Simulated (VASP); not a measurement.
Set up this calculation in VASP 6.6.1, as the native input.

| Item | Value |
| --- | --- |
| Task | single point |
| Functional | r2SCAN |
| Potentials or basis | VASP PAW PBE potentials, release 64 (Zr_sv, O) |
| Cutoff | 660 eV |
| k mesh | 8 × 8 × 8 |
| Occupations | gaussian, width 0.01 eV |
| Spin | no spin polarisation |
| Dipole correction | no |
| Further INCAR settings | ALGO = Normal; EDIFF = 1e-06; NBANDS = 19 |

The system is ZrO2.

```
Zr O
1.0
     0.00000    2.54471    2.54471
     2.54471    0.00000    2.54471
     2.54471    2.54471    0.00000
Zr O
1 2
Direct
  0.00000 0.00000 0.00000
  0.75000 0.75000 0.75000
  0.25000 0.25000 0.25000
```

These files were run (other wordings do the same):

POSCAR

```
ZrO2
1.0
    0.0000000000      2.5447130569      2.5447130569
    2.5447130569      0.0000000000      2.5447130569
    2.5447130569      2.5447130569      0.0000000000
Zr O
1 2
Direct
    0.0000000000      0.0000000000      0.0000000000
    0.7500000000      0.7500000000      0.7500000000
    0.2500000000      0.2500000000      0.2500000000
```

INCAR.step1

```
PREC = Accurate
ENCUT = 660
ISMEAR = 0
SIGMA = 0.01
LREAL = F
LASPH = T
NELM = 120
NBANDS = 19
GGA = PE
ALGO = Normal
EDIFF = 1E-5
LWAVE = T
LCHARG = F
GGA_COMPAT = F
```

INCAR.step2

```
PREC = Accurate
ENCUT = 660
EDIFF = 1E-6
ISMEAR = 0
SIGMA = 0.01
LREAL = F
LASPH = T
NELM = 120
ALGO = Normal
ISIF = 2
LWAVE = F
LCHARG = T
METAGGA = R2SCAN
LMIXTAU = T
LELF = T
LVHAR = T
NBANDS = 19
ISTART = 1
GGA_COMPAT = F
```

KPOINTS

```
Automatic mesh
0
Gamma
  8 8 8
```

Potentials or basis: VASP PAW PBE potentials, release 64 (Zr_sv, O).

Launch:

```bash
$ cat potpaw_PBE.64/Zr_sv/POTCAR potpaw_PBE.64/O/POTCAR > POTCAR
$ cp INCAR.step1 INCAR
$ mpirun -np 1 vasp_std > vasp.out
$ cp INCAR.step2 INCAR
$ mpirun -np 1 vasp_std > vasp.out
```

It gave:

```yaml
Pressure: 0.0 GPa
Band_gap_on_the_k_mesh: 3.87 eV, indirect (least direct gap 4.28 eV)
```

Caveat: the PAW data sets were made with another functional, which shifts forces and pressure a little.

Wall time 91 s on 1 thread of Intel(R) Xeon(R) Platinum 8488C (Sapphire Rapids), on a shared host, peak memory 0.18 GiB.
